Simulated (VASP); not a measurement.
In: single point with r2SCAN

Crystal: In.

```
CELL_PARAMETERS angstrom
3.33548 0.00000 0.00000
-1.66774 2.88862 0.00000
0.00000 0.00000 5.50914
ATOMIC_POSITIONS crystal
In 0.33333 0.66667 0.25000
In 0.66667 0.33333 0.75000
```

```yaml
Program: VASP 6.6.1
Task: single point
Functional: r2SCAN
Potentials_or_basis: VASP PAW PBE potentials, release 64 (In_d)
Cutoff: 520 eV
k_mesh: 4 × 4 × 2
Occupations: fermi-dirac, width 0.02 eV
Spin: no spin polarisation
Dipole_correction: no
Further_INCAR_settings: ALGO = Normal; EDIFF = 1e-06; NBANDS = 20
```

```
Pressure               : 1.0 GPa
Band gap on the k mesh : zero (band 13 reaches 10.40 eV, above the bottom of band 14 at 4.56 eV)
```

Stress tensor (GPa, compression positive):
```
 2.59  0.00  0.00
 0.00  2.59  0.00
 0.00  0.00 -2.22
```

Levels at points of the mesh, in eV from the Fermi level:
```csv
k point,band 11,band 12,band 13,band 14,band 15,band 16
"(0.00, 0.00, 0.00)",-10.07,-4.76,-3.69,8.71,8.71,10.61
"(0.50, 0.00, 0.00)",-5.16,-4.42,0.06,0.20,0.77,2.96
"(0.00, 0.00, 0.50)",-8.64,-8.64,2.94,2.94,9.78,9.78
"(0.50, 0.00, 0.50)",-3.82,-3.82,-2.90,-2.90,5.76,5.76
```

Run time: 98 s on 1 thread of Intel Xeon 6975P-C, on a shared host, peak memory 0.18 GiB.

Caveat: the k points lie up to 0.57 Å⁻¹ apart; the PAW data sets were made with another functional, which shifts forces and pressure a little; spin-orbit coupling is left out, which moves the levels of the heavy elements.
